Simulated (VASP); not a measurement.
# MnGe (P2_13) in VASP: single point with LDA

Aim: the single point of MnGe with LDA.

Everything below comes from runs of VASP 6.6.1. Logs are shortened: lines on timing, memory, paths and dates and some standing lists are left out, and cuts for length are marked.

## 1. The cell of the first run

It takes space group P2_13 (No. 198, cubic). The conventional cell has a = 4.592 Å, b = 4.592 Å, c = 4.592 Å, α = 90.00°, β = 90.00°, γ = 90.00°. Mn (site symmetry 3) has 7 Ge at 2.33 to 2.58 Å and 6 Mn at 2.82 Å within 3.1 Å. Within 3.1 Å of Ge (site symmetry 3) lie 7 Mn at 2.33 to 2.58 Å and 6 Ge at 2.84 Å.

## 2. Single point, LDA, collinear spin, ferromagnetic start

INCAR reads:

```
SYSTEM = MnGe
ALGO = Normal
EDIFF = 1E-6
ENCUT = 520
GGA = CA
ISIF = 2
ISMEAR = 0
ISPIN = 2
KPAR = 4
LASPH = .TRUE.
LCHARG = .FALSE.
LMAXMIX = 4
LORBIT = 11
LREAL = .FALSE.
LWAVE = .FALSE.
MAGMOM = 2.2 2.2 2.2 2.2 0 0 0 0
NBANDS = 68
NELM = 150
PREC = Accurate
SIGMA = 0.05
```

KPOINTS reads:

```
k-points
0
G
  8 8 8
  0 0 0
```

POSCAR reads:

```
MnGe
1.0
    4.5915780657      0.0000000000      0.0000000000
    0.0000000000      4.5915780657      0.0000000000
    0.0000000000      0.0000000000      4.5915780657
Mn Ge
4 4
Direct
    0.1355970204      0.1355970204      0.1355970204
    0.6355970204      0.3644029796      0.8644029796
    0.8644029796      0.6355970204      0.3644029796
    0.3644029796      0.8644029796      0.6355970204
    0.8427979322      0.8427979322      0.8427979322
    0.3427979322      0.6572020678      0.1572020678
    0.1572020678      0.3427979322      0.6572020678
    0.6572020678      0.1572020678      0.3427979322
```

Potentials or basis: VASP PAW LDA potentials, release 64 (Mn_pv, Ge_d).

Run with:

```bash
$ cat potpaw_LDA.64/Mn_pv/POTCAR potpaw_LDA.64/Ge_d/POTCAR > POTCAR
$ mpirun -np 4 vasp_std > vasp.out
```

OUTCAR:

```text
SYSTEM = MnGe
   EDIFF = 1E-6
   ENCUT = 520
   GGA = CA
   ISIF = 2
   ISMEAR = 0
   ISPIN = 2
   LASPH = .TRUE.
   LORBIT = 11
   LREAL = .FALSE.
   NELM = 150
   PREC = Accurate

 ion  position               nearest neighbor table
   1  0.136  0.136  0.136-   5 2.33   6 2.40   7 2.40   8 2.40   6 2.58   7 2.58   8 2.58   3 2.82
                             4 2.82   2 2.82   4 2.82   3 2.82   2 2.82
   2  0.636  0.364  0.864-   6 2.33   5 2.40   7 2.40   8 2.40   7 2.58   8 2.58   5 2.58   1 2.82
                             3 2.82   3 2.82   4 2.82   4 2.82   1 2.82
   3  0.864  0.636  0.364-   7 2.33   6 2.40   5 2.40   8 2.40   8 2.58   5 2.58   6 2.58   1 2.82
                             2 2.82   2 2.82   1 2.82   4 2.82   4 2.82
   4  0.364  0.864  0.636-   8 2.33   6 2.40   7 2.40   5 2.40   6 2.58   7 2.58   5 2.58   1 2.82
                             1 2.82   2 2.82   2 2.82   3 2.82   3 2.82
   5  0.843  0.843  0.843-   1 2.33   2 2.40   3 2.40   4 2.40   2 2.58   3 2.58   4 2.58   6 2.84
                             7 2.84   8 2.84   8 2.84   7 2.84   6 2.84
   6  0.343  0.657  0.157-   2 2.33   1 2.40   3 2.40   4 2.40   3 2.58   4 2.58   1 2.58   8 2.84
                             5 2.84   7 2.84   7 2.84   8 2.84   5 2.84
   7  0.157  0.343  0.657-   3 2.33   2 2.40   1 2.40   4 2.40   4 2.58   1 2.58   2 2.58   8 2.84
                             5 2.84   6 2.84   5 2.84   6 2.84   8 2.84
   8  0.657  0.157  0.343-   4 2.33   2 2.40   3 2.40   1 2.40   2 2.58   3 2.58   1 2.58   7 2.84
                             5 2.84   5 2.84   6 2.84   6 2.84   7 2.84

  LATTYP: Found a simple cubic cell.
 ALAT       =     4.5915780657

  Lattice vectors:

 A1 = (   4.5915780657,   0.0000000000,   0.0000000000)
 A2 = (   0.0000000000,   4.5915780657,   0.0000000000)
 A3 = (   0.0000000000,   0.0000000000,   4.5915780657)

Analysis of symmetry for initial positions (statically):
=====================================================================
 Subroutine PRICEL returns:
 Original cell was already a primitive cell.

 Routine SETGRP: Setting up the symmetry group for a
 simple cubic supercell.

 Subroutine GETGRP returns: Found 12 space group operations
 (whereof  3 operations were pure point group operations)
 out of a pool of 48 trial point group operations.

The static configuration has the point symmetry C_3 .
 The point group associated with its full space group is T   .

Analysis of symmetry for dynamics (positions and initial velocities):
=====================================================================
 Subroutine PRICEL returns:
 Original cell was already a primitive cell.

 Routine SETGRP: Setting up the symmetry group for a
 simple cubic supercell.

 Subroutine GETGRP returns: Found 12 space group operations
 (whereof  3 operations were pure point group operations)
 out of a pool of 48 trial point group operations.

The dynamic configuration has the point symmetry C_3 .
 The point group associated with its full space group is T   .

Analysis of structural, dynamic, and magnetic symmetry:
=====================================================================
 Subroutine PRICEL returns:
 Original cell was already a primitive cell.

 Routine SETGRP: Setting up the symmetry group for a
 simple cubic supercell.

 Subroutine GETGRP returns: Found 12 space group operations
 (whereof  3 operations were pure point group operations)
 out of a pool of 48 trial point group operations.

The overall configuration has the point symmetry C_3 .
 The point group associated with its full space group is T   .

 Subroutine INISYM returns: Found 12 space group operations
 (whereof  3 operations are pure point group operations),
 and found     1 'primitive' translations

----------------------------------------------------------------------------------------

                                     Primitive cell

  volume of cell :      96.8024

  direct lattice vectors                    reciprocal lattice vectors
     4.591578066  0.000000000  0.000000000     0.217790046  0.000000000  0.000000000
     0.000000000  4.591578066  0.000000000     0.000000000  0.217790046  0.000000000
     0.000000000  0.000000000  4.591578066     0.000000000  0.000000000  0.217790046

  length of vectors
     4.591578066  4.591578066  4.591578066     0.217790046  0.217790046  0.217790046

  position of ions in fractional coordinates (direct lattice)
     0.135597020  0.135597020  0.135597020
     0.635597020  0.364402980  0.864402980
     0.864402980  0.635597020  0.364402980
     0.364402980  0.864402980  0.635597020
     0.842797932  0.842797932  0.842797932
[... 80 lines left out ...]
   ISPIN  =      2    spin polarized calculation?
   LNONCOLLINEAR =      F non collinear calculations
   LSORBIT =      F    spin-orbit coupling
   LASPH  =      T    aspherical Exc in radial PAW
   ENCUT  =  520.0 eV  38.22 Ry    6.18 a.u.   8.54  8.54  8.54*2*pi/ulx,y,z
   NELM   =    150;   NELMIN=  2; NELMDL= -5     # of ELM steps
   EDIFF  = 0.1E-05   stopping-criterion for ELM
   LREAL  =      F    real-space projection
   EDIFFG = 0.1E-04   stopping-criterion for IOM
   NSW    =      0    number of steps for IOM
   IBRION =     -1    ionic relax: 0-MD 1-quasi-New 2-CG
   NFREE  =      0    steps in history (QN), initial steepest desc. (CG)
   ISIF   =      2    stress and relaxation
   ISYM   =      2    0-nonsym 1-usesym 2-fastsym
   POTIM  = 0.5000    time-step for ionic-motion
   TEBEG  =    0.0;   TEEND  =   0.0 temperature during run
   PSTRESS=    0.0 pullay stress
   NELECT =     108.0000    total number of electrons
   NUPDOWN=      -1.0000    fix difference up-down
   EMIN   =  10.00;   EMAX   =-10.00  energy-range for DOS
   EFERMI =   0.00;   METHOD = LEGACY
   ISMEAR =     0;   SIGMA  =   0.05  broadening in eV -4-tet -1-fermi 0-gaus
   EFERMI_NEDOS =   21; number of points for ismear=-14 and -15
   IALGO  =     38    algorithm
   IMIX   =      4    mixing-type and parameters
     AMIX     =   0.40;   BMIX     =  1.00
     AMIX_MAG =   1.60;   BMIX_MAG =  1.00
  volume/ion in A,a.u.               =      12.10        81.66
  Fermi-wavevector in a.u.,A,eV,Ry     =   1.697934  3.208630 39.225317  2.882979
  Thomas-Fermi vector in A             =   2.778525
   LORBIT       =     11    0 simple, 1 ext, 2 COOP (PROOUT), +10 PAW based schemes
   GGA     = CA    functional components
   LHFCALC =     F    Hartree Fock is set to
   AEXX    =    0.0000 exact exchange contribution
   IVDW    =     0    specifies the selected vdW correction
   LEPSILON=     F    determine dielectric tensor
   LRPA    =     F    only Hartree local field effects (RPA)
 spin polarized calculation
 Gauss-broadening in eV      SIGMA  =   0.05
  energy-cutoff  :      520.00
  volume of cell :       96.80
 maximum number of plane-waves:      2624
 NGX is ok and might be reduce to    36
   NGX = 17   NGY = 17   NGZ = 17

 number of electron     108.0000012 magnetization       3.8549620

 Free energy of the ion-electron system (eV)
  ---------------------------------------------------
  ext. energy  EPLUGINS =         0.00000000
  ---------------------------------------------------
  free energy    TOTEN  =       -62.49604077 eV

  energy without entropy =      -62.48925183  energy(sigma->0) =      -62.49264630

 E-fermi :  10.2519     XC(G=0): -13.8052

 val. band max:       10.2514976334   @ k =   0.2500   0.1250   0.0000
 cond. band min:      10.2524861506   @ k =   0.3750   0.3750   0.0000
 fundamental gap:      0.0009885171
 Fermi energy:        10.2518898379

 spin component 1

 k-point     1 :       0.0000    0.0000    0.0000
  band No.  band energies     occupation
      1     -37.6537      1.00000
      2     -37.6537      1.00000
      3     -37.6537      1.00000
      4     -37.6151      1.00000
      5     -37.6151      1.00000
      6     -37.6151      1.00000
[... 1645 lines left out ...]
     65      14.3864      0.00000
     66      15.2530      0.00000

 [... further k-points ...]

 spin component 2

 k-point     1 :       0.0000    0.0000    0.0000
  band No.  band energies     occupation
      1     -36.7805      1.00000
      2     -36.7805      1.00000
      3     -36.7805      1.00000
      4     -36.7036      1.00000
      5     -36.5958      1.00000
      6     -36.5958      1.00000
[... 1645 lines left out ...]
     65      14.8163      0.00000
     66      15.6045      0.00000

 [... further k-points ...]

 [bands above 66 left out]

------------------------ aborting loop because EDIFF is reached ----------------------------------------

  FORCE on cell =-STRESS in cart. coord.  units (eV):
  Direction    XX          YY          ZZ          XY          YZ          ZX
  --------------------------------------------------------------------------------------
  -------------------------------------------------------------------------------------
  Total        0.3252096      0.3252096      0.3252096      0.0000000     -0.0000000      0.0000000
  in kB        5.3825487      5.3825487      5.3825487      0.0000000     -0.0000000      0.0000000
  external PRESSURE =       5.3825487 kB  Pullay stress =       0.0000000 kB

 VOLUME and BASIS-vectors are now :
 -----------------------------------------------------------------------------
  energy-cutoff  :      520.00
  volume of cell :       96.80
      direct lattice vectors                 reciprocal lattice vectors
     4.591578066  0.000000000  0.000000000     0.217790046  0.000000000  0.000000000
     0.000000000  4.591578066  0.000000000     0.000000000  0.217790046  0.000000000
     0.000000000  0.000000000  4.591578066     0.000000000  0.000000000  0.217790046

 POSITION                                       TOTAL-FORCE (eV/Angst)
 -----------------------------------------------------------------------------------
      0.62260      0.62260      0.62260         0.015707      0.015707      0.015707
      2.91839      1.67318      3.96897         0.015707     -0.015707     -0.015707
      3.96897      2.91839      1.67318        -0.015707      0.015707     -0.015707
      1.67318      3.96897      2.91839        -0.015707     -0.015707      0.015707
      3.86977      3.86977      3.86977         0.006630      0.006630      0.006630
      1.57398      3.01759      0.72181         0.006630     -0.006630     -0.006630
      0.72181      1.57398      3.01759        -0.006630      0.006630     -0.006630
      3.01759      0.72181      1.57398        -0.006630     -0.006630      0.006630
 -----------------------------------------------------------------------------------
    total drift:                                0.000000      0.000000     -0.000000

  FREE ENERGIE OF THE ION-ELECTRON SYSTEM (eV)
  ---------------------------------------------------
  free  energy   TOTEN  =       -62.4960407668 eV

  energy  without entropy=      -62.4892518293  energy(sigma->0) =      -62.49264630

 total charge

# of ion       s       p       d       tot
------------------------------------------
    1        0.314   6.348   5.323  11.984
    2        0.314   6.348   5.323  11.984
    3        0.314   6.348   5.323  11.984
    4        0.314   6.348   5.323  11.984
    5        1.132   1.350  10.143  12.626
    6        1.132   1.350  10.143  12.626
    7        1.132   1.350  10.143  12.626
    8        1.132   1.350  10.143  12.626
--------------------------------------------------
tot          5.785  30.791  61.864  98.440

 magnetization (x)

# of ion       s       p       d       tot
------------------------------------------
    1       -0.001   0.003   0.999   1.002
    2       -0.001   0.003   0.999   1.002
    3       -0.001   0.003   0.999   1.002
    4       -0.001   0.003   0.999   1.002
    5       -0.010  -0.040   0.009  -0.042
    6       -0.010  -0.040   0.009  -0.042
    7       -0.010  -0.040   0.009  -0.042
    8       -0.010  -0.040   0.009  -0.042
--------------------------------------------------
tot         -0.043  -0.149   4.034   3.842
```

Run time: 5.3 min. Hardware: 4 MPI ranks of Oxide Virtual Turin-like, shared host; peak memory 0.45 GiB.

What came out:

```yaml
Free_energy: -62.4960 eV
Pressure: 0.5 GPa
Largest_force: 0.027 eV/Å
Net_moment: 3.85 μB per cell
Site_moments: Mn +1.00; Ge -0.04 μB
Valence_electrons_inside_the_program's_atomic_spheres: Mn 11.98; Ge 12.63
```

Forces in eV/Å, atoms in the order of the input:
```
Mn   0.016  0.016  0.016
Mn   0.016 -0.016 -0.016
Mn  -0.016  0.016 -0.016
Mn  -0.016 -0.016  0.016
Ge   0.007  0.007  0.007
Ge   0.007 -0.007 -0.007
Ge  -0.007  0.007 -0.007
Ge  -0.007 -0.007  0.007
```

Levels at points of the mesh, in eV from the Fermi level:
Spin up:
```tsv
k point	band 52	band 53	band 54	band 55	band 56	band 57	band 58	band 59	band 60	band 61
(0.00, 0.00, 0.00)	-0.26	-0.26	-0.26	-0.24	-0.24	0.58	0.58	0.58	2.50	2.50
(0.50, 0.00, 0.00)	-1.18	-0.51	-0.51	-0.05	-0.05	0.18	0.18	1.74	1.74	1.79
(0.50, 0.50, 0.00)	-1.16	-0.99	-0.99	-0.47	-0.47	0.66	0.66	1.03	1.03	2.35
(0.50, 0.50, 0.50)	-0.80	-0.56	-0.56	-0.56	-0.56	0.44	0.44	0.44	0.44	4.81
```
Spin down:
| k point | band 48 | band 49 | band 50 | band 51 | band 52 | band 53 | band 54 | band 55 | band 56 | band 57 |
| --- | --- | --- | --- | --- | --- | --- | --- | --- | --- | --- |
| (0.00, 0.00, 0.00) | -1.84 | -1.23 | -1.23 | -1.23 | 0.57 | 0.57 | 0.57 | 0.79 | 0.79 | 1.33 |
| (0.50, 0.00, 0.00) | -1.70 | -1.20 | -1.20 | -0.42 | -0.42 | 0.46 | 0.46 | 0.78 | 0.78 | 0.95 |
| (0.50, 0.50, 0.00) | -0.95 | -0.65 | -0.65 | -0.43 | -0.43 | -0.28 | -0.28 | 0.47 | 0.47 | 1.34 |
| (0.50, 0.50, 0.50) | -1.88 | 0.04 | 0.04 | 0.04 | 0.04 | 0.24 | 0.24 | 0.24 | 0.24 | 1.12 |
